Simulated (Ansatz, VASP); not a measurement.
**Two plane-wave programs on TaTi2Si3**

```xyz
6
Lattice="4.9751 0.0000 0.0000 -2.4876 4.3086 0.0000 0.0000 0.0000 3.9217" Properties=species:S:1:pos:R:3 pbc="T T T"
Ti    0.0000    2.8724    0.0000
Ti    2.4876    1.4362    0.0000
Ta    0.0000    0.0000    0.0000
Si    2.4876    0.0000    1.9608
Si    1.2438    2.1543    1.9608
Si   -1.2438    2.1543    1.9608
```

Change from the starting cell: species swapped into the CeGa3Pd2 type (P6/mmm, No. 191).

Alike in both runs: task single point; functional PBE; k mesh 6 × 6 × 4; occupations gaussian, width 0.1 eV; no spin polarisation.

|  | VASP | Ansatz |
| --- | --- | --- |
| version | VASP 6.6.1 | Ansatz 0.2.0 |
| potentials or method | VASP PAW PBE potentials, release 64 (Ti_sv, Ta_pv, Si), cutoff 520 eV | scalar-relativistic, plane waves, PAW |
| valence electrons in the cell | 47 | 49 |

|  | VASP | Ansatz | Ansatz less VASP |
| --- | --- | --- | --- |
| gap on the k mesh at the Fermi level (eV) | none | none | - |
| pressure (GPa) | 20.9 | 21.0 | +0.17 |
| traceless stress, the component that is largest in VASP (GPa) | 10.16 | 10.11 | -0.056 |

A gap of «none» marks a metal or a gap that the smearing closes. With one functional, cell and mesh, what is left measures potentials, basis and numerics. VASP's potentials hold 47 valence electrons a cell and Ansatz's 49, so a difference there can come from the potentials and not from the codes.

The k mesh is coarse, so the values compare programs but aren't converged. Spin-orbit coupling is off throughout.
